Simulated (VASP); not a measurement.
Input of a VASP 6.6.1 run:

File INCAR:

```
  ALGO = Normal
  EDIFF = 1E-6
  ENCUT = 520
  GGA = PS
  ISIF = 2
  ISMEAR = 0
  LASPH = T
  LCHARG = T
  LELF = T
  LREAL = F
  LVHAR = T
  LWAVE = F
  NBANDS = 16
  NELM = 80
  PREC = Accurate
  SIGMA = 0.05
```

File KPOINTS:

```
k-points
0
Gamma
  9 9 6
```

File POSCAR:

```
MgO
1.0
    3.2760489934      0.0000000000      0.0000000000
   -1.6380244967      2.8371416523      0.0000000000
    0.0000000000      0.0000000000      4.9777271858
Mg O
2 2
Direct
    0.3383149138      0.6666666667      0.0036583441
    0.6716482471      0.3333333333      0.5036583441
    0.3257655283      0.6666666667      0.4009416559
    0.6590988617      0.3333333333      0.9009416559
```

Potentials or basis: VASP PAW PBE potentials, release 64 (Mg, O).

Launch:

```bash
$ cat potpaw_PBE.64/Mg/POTCAR potpaw_PBE.64/O/POTCAR > POTCAR
$ mpirun -np 1 vasp_std > vasp.out
```

Question: Predict the band gap on the k mesh.

Answer: 3.49 eV, direct.

Question: Estimate the pressure.

Answer: 3.1 GPa.

Stress tensor (GPa, compression positive):
```
 3.36  0.00 -1.23
 0.00  3.18  0.00
-1.23  0.00  2.62
```

Caveat: the PAW data sets were made with another functional, which shifts forces and pressure a little. A k mesh can miss the band edges.
